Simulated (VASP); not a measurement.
Input of a VASP 6.6.1 run:

The input INCAR:

```
SYSTEM = Ni
ALGO     = Normal         ! electronic algorithm
EDIFF    = 1E-6           ! SCF threshold, eV
ENCUT    = 520            ! plane-wave cutoff, eV
GGA      = CA             ! functional
ISIF     = 2              ! what is computed and relaxed
ISMEAR   = 1              ! smearing method
ISPIN    = 2              ! spin polarisation
LASPH    = .TRUE.         ! aspherical terms in the spheres
LCHARG   = .FALSE.        ! write CHGCAR
LMAXMIX  = 4              ! l up to which the mixer works
LORBIT   = 11             ! projections on sites
LREAL    = .FALSE.        ! projectors in reciprocal space
LWAVE    = .FALSE.        ! write WAVECAR
MAGMOM   = 1              ! initial moments
NBANDS   = 15             ! bands
NELM     = 150            ! most SCF steps
PREC     = Accurate       ! precision mode
SIGMA    = 0.1            ! smearing width, eV
```

The input KPOINTS:

```
k-points
0
G
  14 14 14
  0 0 0
```

Contents of POSCAR:

```
Ni
1.0
   -1.3837150000      1.3837150000      1.3837150000
    1.3837150000     -1.3837150000      1.3837150000
    1.3837150000      1.3837150000     -1.3837150000
Ni
1
Direct
    0.0000000000      0.0000000000      0.0000000000
```

Potentials or basis: VASP PAW LDA potentials, release 64 (Ni).

Command:

```sh
$ cat potpaw_LDA.64/Ni/POTCAR > POTCAR
$ mpirun -np 1 vasp_std > vasp.out
```

(1) Predict the pressure.

(2) What does it give for the net moment?

(3) Predict the site moments.

Results:

(1) -10.8 GPa.

(2) 0.51 μB per cell.

(3) Ni +0.51 μB.
